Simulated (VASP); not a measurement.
NaI: single point with r2SCAN

Crystal: NaI.

```
Na I
1.0
     0.00000    3.29131    3.22963
     3.22963    0.00000    3.22963
     3.22963    3.29131    0.00000
Na I
1 1
Direct
  0.00000 0.00000 0.00000
  0.50000 0.50000 0.50000
```

This cell differs from its parent crystal: uniaxial y strain +1.9%.

- Program: VASP 6.6.1
- Task: single point
- Functional: r2SCAN
- Potentials or basis: VASP PAW PBE potentials, release 64 (Na_pv, I)
- Cutoff: 520 eV
- k mesh: 8 × 8 × 8
- Occupations: gaussian, width 0.01 eV
- Spin: no spin polarisation

```yaml
Pressure: -0.4 GPa
Band_gap_on_the_k_mesh: 4.39 eV, direct
```

Stress tensor (GPa, compression positive):
```
-0.21  0.00  0.00
 0.00 -0.68  0.00
 0.00  0.00 -0.21
```

Levels at points of the mesh, in eV from the valence-band top:
```csv
k point,band 5,band 6,band 7,band 8,band 9,band 10
"(0.00, 0.00, 0.00)",-0.02,-0.02,0.00,4.39,8.38,8.50
"(0.50, 0.00, 0.00)",-2.15,-0.32,-0.29,5.67,7.98,8.12
"(0.50, 0.50, 0.00)",-1.91,-0.81,-0.73,5.20,6.02,10.67
"(0.50, 0.00, 0.50)",-1.91,-0.73,-0.73,5.23,6.06,10.54
```

Wall time 3.3 min on 1 thread of AMD EPYC 7R43 64-Core Processor (Zen 3), with other jobs on the host, peak memory 0.21 GiB.

Caveat: the cell differs from its parent crystal (uniaxial y strain +1.9%); the PAW data sets were made with another functional, which shifts forces and pressure a little; spin-orbit coupling is left out, which moves the levels of the heavy elements. A k mesh can miss the band edges.
